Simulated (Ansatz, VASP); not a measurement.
One calculation of KAg, two programs

File INCAR:

```
  PREC = Accurate
  ENCUT = 600
  EDIFF = 1E-7
  ISMEAR = 0
  SIGMA = 0.1
  LREAL = False
  LASPH = True
  NELM = 60
  ALGO = Fast
  ISIF = 3
  LWAVE = False
  LCHARG = False
  GGA = PE
  IBRION = 2
  NSW = 100
  EDIFFG = -0.01
```

KPOINTS

```
regular mesh
0
Gamma
  14 14 14
```

The input POSCAR:

```
KAg
1.0
    4.1273822000      0.0000000000      0.0000000000
    0.0000000000      4.1273822000      0.0000000000
    0.0000000000      0.0000000000      4.1273822000
K Ag
1 1
Direct
    0.5000000000      0.5000000000      0.5000000000
    0.0000000000      0.0000000000      0.0000000000
```

Input for Ansatz:

```yaml
crystal:
  lattice:
    - [4.1273822, 0.0, 0.0]
    - [0.0, 4.1273822, 0.0]
    - [0.0, 0.0, 4.1273822]
  atoms:
    - { symbol: K, position: [0.5, 0.5, 0.5] }
    - { symbol: Ag, position: [0.0, 0.0, 0.0] }
basis:
  ecutwfc: 420
kpoints:
  mp_grid: { grid: [14, 14, 14] }
hamiltonian:
  xc: pbe
scf:
  occupations: { method: gaussian, width: 0.1 }
output:
  forces: true
  stress: true
  eigenvalues: true
relax:
  adjacent_minimum: "off"
  f_tol: 0.01
  max_steps: 80
  cell: { stress_tol: 0.05 }
```

Alike in both runs: task relaxation of cell and atoms; functional PBE; k mesh 14 × 14 × 14; occupations gaussian, width 0.1 eV; no spin polarisation.

|  | VASP | Ansatz |
| --- | --- | --- |
| version | VASP 6.6.1 | Ansatz 0.2.0 |
| potentials or method | VASP PAW PBE potentials, release 64 (K_sv, Ag), cutoff 600 eV | scalar-relativistic, plane waves, PAW |
| valence electrons in the cell | 20 | 28 |

|  | VASP | Ansatz | Ansatz less VASP |
| --- | --- | --- | --- |
| gap on the k mesh at the Fermi level, each at its own relaxed structure (eV) | none | none | - |
| relaxed volume (Å³/atom) | 35.16 | 35.16 | 0.000 |
| relaxed cell length with the largest relative difference (Å) | 4.127 | 4.127 | 0.0000 |

A gap of «none» marks a metal or a gap that the smearing closes. VASP's potentials hold 20 valence electrons a cell and Ansatz's 28, so a difference there can come from the potentials and not from the codes.

Noted on VASP's run: the relaxation stopped at its first step, so nothing moved.
